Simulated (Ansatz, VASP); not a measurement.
Os: VASP beside Ansatz

File INCAR:

```
SYSTEM = Os
PREC = Accurate ; ENCUT = 520
EDIFF = 1E-6 ; ISMEAR = -1
SIGMA = 0.05 ; LREAL = .FALSE.
LASPH = .TRUE. ; NELM = 150
ALGO = Fast ; ISIF = 2
LWAVE = .FALSE. ; LCHARG = .FALSE.
LNONCOLLINEAR = .TRUE. ; MAGMOM = 0 0 0 0 0 0
LORBIT = 11 ; LSORBIT = .TRUE.
GGA_COMPAT = .FALSE. ; LORBMOM = .TRUE.
LMAXMIX = 4 ; GGA = PS
NBANDS = 28
```

Contents of KPOINTS:

```
Automatic mesh
0
G
  11 11 6
  0 0 0
```

File POSCAR:

```
Os
1.0
    2.7341000000      0.0000000000      0.0000000000
   -1.3670500000      2.3678000565      0.0000000000
    0.0000000000      0.0000000000      4.3197000000
Os
2
Direct
    0.6666666667      0.3333333333      0.7500000000
    0.3333333333      0.6666666667      0.2500000000
```

The input input.yaml:

```yaml
crystal:
  lattice:
    - [2.7341, 0.0, 0.0]
    - [-1.36705, 2.3678000565, 0.0]
    - [0.0, 0.0, 4.3197]
  atoms:
    - { symbol: Os, position: [0.6666666667, 0.3333333333, 0.75] }
    - { symbol: Os, position: [0.3333333333, 0.6666666667, 0.25] }
hamiltonian:
  xc: pbesol
  pseudopotentials: { kind: paw_fr }
magnetization:
  noncollinear: true
  spin_orbit: true
kpoints:
  mp_grid: { grid: [11, 11, 6] }
  band_path:
    path:
      - [[0.0, 0.0, 0.0], [0.5, 0.0, 0.0], [0.3333333333, 0.3333333333, 0.0], [0.0, 0.0, 0.0], [0.0, 0.0, 0.5], [0.5, 0.0, 0.5], [0.3333333333, 0.3333333333, 0.5], [0.0, 0.0, 0.5]]
      - [[0.5, 0.0, 0.5], [0.5, 0.0, 0.0]]
      - [[0.3333333333, 0.3333333333, 0.0], [0.3333333333, 0.3333333333, 0.5]]
    npoints: 14
scf:
  occupations: { method: fermi_dirac, width: 0.05 }
  n_extra_bands: 6
output:
  forces: true
  stress: true
  eigenvalues: true
  fatbands: false
```

Alike in both runs: functional PBEsol; k mesh 11 × 11 × 6; occupations fermi-dirac, width 0.05 eV; non-collinear spin, spin-orbit coupling.

|  | VASP | Ansatz |
| --- | --- | --- |
| version | VASP 6.6.1 | Ansatz 0.2.0 |
| potentials or method | VASP PAW PBE potentials, release 64 (Os) | Ansatz PAW |
| plane-wave cutoff (eV) | 520 | 420 |
| valence electrons in the cell | 16 | 32 |
| task | single point | band structure |

```tsv
	VASP	Ansatz	Ansatz less VASP
pressure (GPa)	-2.0	-2.4	-0.42
traceless stress, the component that is largest in VASP (GPa)	-0.30	-0.31	-0.008
net moment per atom (μB)	0.00	0.00	0.000
```

VASP's potentials were made for PBE, not for PBEsol. The functional is the same, so the differences come from potentials, cutoffs and numerics. VASP's potentials hold 16 valence electrons a cell and Ansatz's 32, so a difference there can come from the potentials and not from the codes.
